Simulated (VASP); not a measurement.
# SiC (F-43m) in VASP: a series of runs, part 2 of 2

VASP 6.6.1.

### Step 3. Single point, PBE-based screened hybrid

The input, POSCAR:

```
SiC
1.0
    0.0000000000      2.1780523476      2.1780523476
    2.1780523476      0.0000000000      2.1780523476
    2.1780523476      2.1780523476      0.0000000000
Si C
1 1
Direct
    0.0000000000      0.0000000000      0.0000000000
    0.2500000000      0.2500000000      0.2500000000
```

The input, INCAR.step1:

```
SYSTEM = SiC
ALGO = Normal
EDIFF = 1E-5
ENCUT = 520
GGA = PE
ISIF = 2
ISMEAR = 0
LASPH = .True.
LCHARG = .False.
LREAL = .False.
LWAVE = .True.
NBANDS = 11
NELM = 100
PREC = Accurate
SIGMA = 0.01
```

The input, INCAR.step2:

```
SYSTEM = SiC
AEXX = 0.15
ALGO = Normal
EDIFF = 1E-6
ENCUT = 520
GGA = PE
HFSCREEN = 0.5
ISIF = 2
ISMEAR = 0
ISTART = 1
LASPH = .True.
LCHARG = .False.
LHFCALC = .True.
LREAL = .False.
LWAVE = .False.
NBANDS = 11
NELM = 100
PREC = Accurate
PRECFOCK = Normal
SIGMA = 0.01
```

The input, KPOINTS:

```
k-points
0
Gamma
  4 4 4
  0 0 0
```

Potentials or basis: VASP PAW PBE potentials, release 64 (Si, C).

Command:

```
$ cat potpaw_PBE.64/Si/POTCAR potpaw_PBE.64/C/POTCAR > POTCAR
$ cp INCAR.step1 INCAR
$ mpirun -np 1 vasp_std > vasp.out
$ cp INCAR.step2 INCAR
$ mpirun -np 1 vasp_std > vasp.out
```

OUTCAR:

```text
SYSTEM = SiC
   AEXX = 0.15
   EDIFF = 1E-6
   ENCUT = 520
   GGA = PE
   HFSCREEN = 0.5
   ISIF = 2
   ISMEAR = 0
   ISTART = 1
   LASPH = .True.
   LHFCALC = .True.
   LREAL = .False.
   NELM = 100
   PREC = Accurate
   PRECFOCK = Normal

 ion  position               nearest neighbor table
   1  0.000  0.000  0.000-   2 1.89   2 1.89   2 1.89   2 1.89
   2  0.250  0.250  0.250-   1 1.89   1 1.89   1 1.89   1 1.89

  LATTYP: Found a face centered cubic cell.
 ALAT       =     4.3561046952

  Lattice vectors:

 A1 = (   0.0000000000,   2.1780523476,   2.1780523476)
 A2 = (   2.1780523476,   0.0000000000,   2.1780523476)
 A3 = (   2.1780523476,   2.1780523476,   0.0000000000)

Analysis of symmetry for initial positions (statically):
=====================================================================
 Subroutine PRICEL returns:
 Original cell was already a primitive cell.

 Routine SETGRP: Setting up the symmetry group for a
 face centered cubic supercell.

 Subroutine GETGRP returns: Found 24 space group operations
 (whereof 24 operations were pure point group operations)
 out of a pool of 48 trial point group operations.

The static configuration has the point symmetry T_d .

Analysis of symmetry for dynamics (positions and initial velocities):
=====================================================================
 Subroutine PRICEL returns:
 Original cell was already a primitive cell.

 Routine SETGRP: Setting up the symmetry group for a
 face centered cubic supercell.

 Subroutine GETGRP returns: Found 24 space group operations
 (whereof 24 operations were pure point group operations)
 out of a pool of 48 trial point group operations.

The dynamic configuration has the point symmetry T_d .

 Subroutine INISYM returns: Found 24 space group operations
 (whereof 24 operations are pure point group operations),
 and found     1 'primitive' translations

----------------------------------------------------------------------------------------

                                     Primitive cell

  volume of cell :      20.6650

  direct lattice vectors                    reciprocal lattice vectors
     0.000000000  2.178052348  2.178052348    -0.229562894  0.229562894  0.229562894
     2.178052348  0.000000000  2.178052348     0.229562894 -0.229562894  0.229562894
     2.178052348  2.178052348  0.000000000     0.229562894  0.229562894 -0.229562894

  length of vectors
     3.080231170  3.080231170  3.080231170     0.397614596  0.397614596  0.397614596

  position of ions in fractional coordinates (direct lattice)
     0.000000000  0.000000000  0.000000000
     0.250000000  0.250000000  0.250000000

  ion indices of the primitive-cell ions
   primitive index   ion index
                 1           1
                 2           2

----------------------------------------------------------------------------------------

 KPOINTS: k-points

Automatic generation of k-mesh.
 Grid dimensions read from file:
 generate k-points for:    4    4    4

 Generating k-lattice:

  Cartesian coordinates                     Fractional coordinates (reciprocal lattice)
[... 30 lines left out ...]
   ions per type =               1   1
   NGX,Y,Z   is equivalent  to a cutoff of  12.95, 12.95, 12.95 a.u.
   NGXF,Y,Z  is equivalent  to a cutoff of  25.91, 25.91, 25.91 a.u.
 SYSTEM =  SiC
   PREC   = accura    normal or accurate (medium, high low for compatibility)
   ISTART =      1    job   : 0-new  1-cont  2-samecut
   ICHARG =      0    charge: 1-file 2-atom 10-const
   ISPIN  =      1    spin polarized calculation?
   LNONCOLLINEAR =      F non collinear calculations
   LSORBIT =      F    spin-orbit coupling
   LASPH  =      T    aspherical Exc in radial PAW
   ENCUT  =  520.0 eV  38.22 Ry    6.18 a.u.   5.73  5.73  5.73*2*pi/ulx,y,z
   NELM   =    100;   NELMIN=  2; NELMDL=  0     # of ELM steps
   EDIFF  = 0.1E-05   stopping-criterion for ELM
   LREAL  =      F    real-space projection
   EDIFFG = 0.1E-04   stopping-criterion for IOM
   NSW    =      0    number of steps for IOM
   IBRION =     -1    ionic relax: 0-MD 1-quasi-New 2-CG
   NFREE  =      0    steps in history (QN), initial steepest desc. (CG)
   ISIF   =      2    stress and relaxation
   ISYM   =      3    0-nonsym 1-usesym 2-fastsym
   POTIM  = 0.5000    time-step for ionic-motion
   TEBEG  =    0.0;   TEEND  =   0.0 temperature during run
   PSTRESS=    0.0 pullay stress
   NELECT =       8.0000    total number of electrons
   NUPDOWN=      -1.0000    fix difference up-down
   EMIN   =  10.00;   EMAX   =-10.00  energy-range for DOS
   EFERMI =   0.00;   METHOD = LEGACY
   ISMEAR =     0;   SIGMA  =   0.01  broadening in eV -4-tet -1-fermi 0-gaus
   EFERMI_NEDOS =   21; number of points for ismear=-14 and -15
   IALGO  =     38    algorithm
   IMIX   =      1    mixing-type and parameters
     AMIX     =   0.40;   BMIX     =  1.00
     AMIX_MAG =   1.60;   BMIX_MAG =  1.00
  volume/ion in A,a.u.               =      10.33        69.73
  Fermi-wavevector in a.u.,A,eV,Ry     =   1.193145  2.254717 19.369182  1.423595
  Thomas-Fermi vector in A             =   2.329166
   LORBIT       =      0    0 simple, 1 ext, 2 COOP (PROOUT), +10 PAW based schemes
   GGA     = PE    functional components
   LHFCALC =     T    Hartree Fock is set to
   PRECFOCK=normal    Normal, Fast or Accurate (Low or Medium for compatibility)
   ENCUT4O =  -1.0   cutoff for four orbital integrals eV
   NKREDX  =     1    reduce k-point grid by
   NKREDY  =     1    reduce k-point grid by
   NKREDZ  =     1    reduce k-point grid by
   AEXX    =    0.1500 exact exchange contribution
   HFSCREEN=    0.5000 screening length (either q_TF or 0.3 A-1)
   HFSCREENC=   0.5000 screening length for correlation (either q_TF or 0.3 A-1)
   ENCUTFOCK=  -1.0 apply spherical cutoff to Coloumb kernel
   IVDW    =     0    specifies the selected vdW correction
   LEPSILON=     F    determine dielectric tensor
   LRPA    =     F    only Hartree local field effects (RPA)
 non-spin polarized calculation
 Gauss-broadening in eV      SIGMA  =   0.01
  energy-cutoff  :      520.00
  volume of cell :       20.66
 maximum number of plane-waves:       568
 NGX is ok and might be reduce to    24
  NGX = 18; NGY = 18; NGZ = 18

 number of electron       8.0000001 magnetization

 Free energy of the ion-electron system (eV)
  ---------------------------------------------------
  ext. energy  EPLUGINS =         0.00000000
  ---------------------------------------------------
  free energy    TOTEN  =       -15.69632364 eV

  energy without entropy =      -15.69632364  energy(sigma->0) =      -15.69632364

 E-fermi :   8.0842     XC(G=0): -10.4071

 val. band max:        7.9902210149   @ k =   0.0000   0.0000   0.0000
 cond. band min:       9.5462499809   @ k =   0.5000   0.5000   0.0000
 fundamental gap:      1.5560289659
 Fermi energy:         8.0841747567

 k-point     1 :       0.0000    0.0000    0.0000
  band No.  band energies     occupation
      1      -8.1687      2.00000
      2       7.9902      2.00000
      3       7.9902      2.00000
      4       7.9902      2.00000
      5      14.6483      0.00000
      6      15.6660      0.00000
      7      15.6660      0.00000
      8      15.6660      0.00000
      9      22.9934      0.00000
     10      22.9934      0.00000
     11      24.9570      0.00000
[... 85 lines left out ...]
 k-point     8 :      -0.2500    0.5000    0.2500
  band No.  band energies     occupation
      1      -2.7159      2.00000
      2       0.6735      2.00000
      3       2.8053      2.00000
      4       3.1385      2.00000
      5      13.5131      0.00000
      6      17.8868      0.00000
      7      17.9777      0.00000
      8      18.1298      0.00000
      9      22.9181      0.00000
     10      26.0907      0.00000
     11      29.8165      0.00000

------------------------ aborting loop because EDIFF is reached ----------------------------------------

  FORCE on cell =-STRESS in cart. coord.  units (eV):
  Direction    XX          YY          ZZ          XY          YZ          ZX
  --------------------------------------------------------------------------------------
  -------------------------------------------------------------------------------------
  Total        0.2131259      0.2131259      0.2131259      0.0000000      0.0000000      0.0000000
  in kB       16.5238744     16.5238744     16.5238744      0.0000000      0.0000000      0.0000000
  external PRESSURE =      16.5238744 kB  Pullay stress =       0.0000000 kB

 VOLUME and BASIS-vectors are now :
 -----------------------------------------------------------------------------
  energy-cutoff  :      520.00
  volume of cell :       20.66
      direct lattice vectors                 reciprocal lattice vectors
     0.000000000  2.178052348  2.178052348    -0.229562894  0.229562894  0.229562894
     2.178052348  0.000000000  2.178052348     0.229562894 -0.229562894  0.229562894
     2.178052348  2.178052348  0.000000000     0.229562894  0.229562894 -0.229562894

 POSITION                                       TOTAL-FORCE (eV/Angst)
 -----------------------------------------------------------------------------------
      0.00000      0.00000      0.00000        -0.000000      0.000000     -0.000000
      1.08903      1.08903      1.08903         0.000000     -0.000000      0.000000
 -----------------------------------------------------------------------------------
    total drift:                                0.000000      0.000001      0.000001

  FREE ENERGIE OF THE ION-ELECTRON SYSTEM (eV)
  ---------------------------------------------------
  free  energy   TOTEN  =       -15.6963236360 eV

  energy  without entropy=      -15.6963236360  energy(sigma->0) =      -15.69632364
```

It took 1.7 min on 1 thread of AMD EPYC 7R43 (Zen 3), shared host; peak memory 0.19 GiB.

What came out:

| Property | Result |
| --- | --- |
| Free energy | -15.6963 eV |
| Pressure | 1.7 GPa |
| Band gap on the k mesh | 1.56 eV, indirect (least direct gap 4.89 eV) |

Caveat: the k points lie up to 0.62 Å⁻¹ apart; the PAW data sets were made with another functional, which shifts forces and pressure a little.
